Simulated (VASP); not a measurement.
A run of VASP 6.6.1 is set up as follows.

The input INCAR:

```
SYSTEM = Zn
PREC = Accurate
ENCUT = 520
EDIFF = 1E-6
ISMEAR = 0
SIGMA = 0.1
LREAL = .False.
LASPH = .True.
NELM = 60
ALGO = Fast
ISIF = 2
LWAVE = .False.
LCHARG = .False.
GGA = PS
NBANDS = 19
```

KPOINTS

```
regular mesh
0
Gamma
  9 9 4
  0 0 0
```

File POSCAR:

```
Zn
1.0
    2.6143598000      0.0000000000      0.0000000000
   -1.3071799000      2.2641020000      0.0000000000
    0.0000000000      0.0000000000      4.8731610200
Zn
2
Direct
    0.3333333300      0.6666666700      0.2500000000
    0.6666666700      0.3333333300      0.7500000000
```

Potentials or basis: VASP PAW PBE potentials, release 64 (Zn).

Run with:

```console
$ cat potpaw_PBE.64/Zn/POTCAR > POTCAR
$ mpirun -np 1 vasp_std > vasp.out
```

Q: What does it give for the pressure?

A: -0.8 GPa.

Q: What does it give for the band gap on the k mesh?

A: Zero (band 12 reaches 4.27 eV, above the bottom of band 13 at 0.28 eV).

Stress tensor (GPa, compression positive):
```
-0.36  0.00  0.00
 0.00 -0.36  0.00
 0.00  0.00 -1.81
```

Caveat: the PAW data sets were made with another functional, which shifts forces and pressure a little.
